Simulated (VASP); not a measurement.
Al7Cu: single point with PBE

The system is Al7Cu.

```xyz
8
Lattice="5.8932 0.0000 0.0000 0.0000 5.8932 0.0000 0.0000 0.0000 5.8932" Properties=species:S:1:pos:R:3 pbc="T T T"
Al    1.3467    1.3467    1.3467
Al    0.0000    2.9466    2.9466
Al    2.9466    2.9466    0.0000
Al    2.9466    0.0000    2.9466
Al    4.5465    1.3467    4.5465
Al    4.5465    4.5465    1.3467
Al    1.3467    4.5465    4.5465
Cu    0.0000    0.0000    0.0000
```

The cell was built from a structure type or drawn by symmetry, and may not be a known phase.

```json
{
 "Program": "VASP 6.6.1",
 "Task": "single point",
 "Functional": "PBE",
 "Potentials or basis": "VASP PAW PBE potentials, release 64 (Al, Cu)",
 "Cutoff": "520 eV",
 "k mesh": "4 × 4 × 4",
 "Occupations": "gaussian, width 0.1 eV",
 "Spin": "no spin polarisation"
}
```

The pressure is 0.4 GPa, the largest force is 0.019 eV/Å and the band gap on the k mesh is zero (bands 16 and 17 overlap by 1.91 eV).

Forces in eV/Å, atoms in the order of the input:
```
Al   0.011  0.011  0.011
Al   0.000  0.000  0.000
Al   0.000  0.000  0.000
Al   0.000  0.000  0.000
Al  -0.011  0.011 -0.011
Al  -0.011 -0.011  0.011
Al   0.011 -0.011 -0.011
Cu   0.000  0.000  0.000
```

Levels at points of the mesh, in eV from the Fermi level:
```tsv
k point	band 13	band 14	band 15	band 16	band 17	band 18	band 19	band 20
(0.00, 0.00, 0.00)	-0.46	-0.46	-0.46	0.07	0.07	0.07	2.15	2.15
(0.50, 0.00, 0.00)	-1.39	-1.36	-1.15	-0.40	0.05	0.61	0.61	0.94
(0.50, 0.50, 0.00)	-1.96	-1.36	-1.36	-1.06	-0.77	1.09	1.36	1.59
(0.50, 0.50, 0.50)	-3.48	1.13	1.13	1.13	1.59	1.59	1.96	1.96
```

Wall time 31 s on 1 thread of Intel(R) Xeon(R) 6975P-C (Granite Rapids), on a shared host, peak memory 0.33 GiB.
